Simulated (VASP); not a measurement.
Here is a VASP 6.6.1 calculation.

INCAR

```
PREC = Accurate
ENCUT = 500
EDIFF = 1E-6
ISMEAR = -1
SIGMA = 0.1
LREAL = False
LASPH = True
NELM = 200
ALGO = Normal
ISIF = 2
LWAVE = False
LCHARG = False
ISPIN = 2
MAGMOM = 1 0
LORBIT = 11
LMAXMIX = 6
GGA = PS
NBANDS = 20
GGA_COMPAT = False
```

Contents of KPOINTS:

```
Automatic mesh
0
Gamma
  7 7 7
```

POSCAR

```
CeTe
1.0
    3.8609390000      0.0000000000      0.0000000000
    0.0000000000      3.8609390000      0.0000000000
    0.0000000000      0.0000000000      3.8609390000
Ce Te
1 1
Direct
    0.0000000000      0.0000000000      0.0000000000
    0.5000000000      0.5000000000      0.5000000000
```

Potentials or basis: VASP PAW PBE potentials, release 64 (Ce, Te).

Command:

```bash
$ cat potpaw_PBE.64/Ce/POTCAR potpaw_PBE.64/Te/POTCAR > POTCAR
$ mpirun -np 1 vasp_std > vasp.out
```

Q: Predict the net moment.

A: 1.53 μB per cell.

Q: Predict the site moments.

A: Ce +1.20; Te -0.04 μB.

Q: Estimate the pressure.

A: -2.8 GPa.

Caveat: the magnetic or orbital state may not be the lowest; the PAW data sets were made with another functional, which shifts forces and pressure a little. The state reached can hang on the start; a lower one may exist.
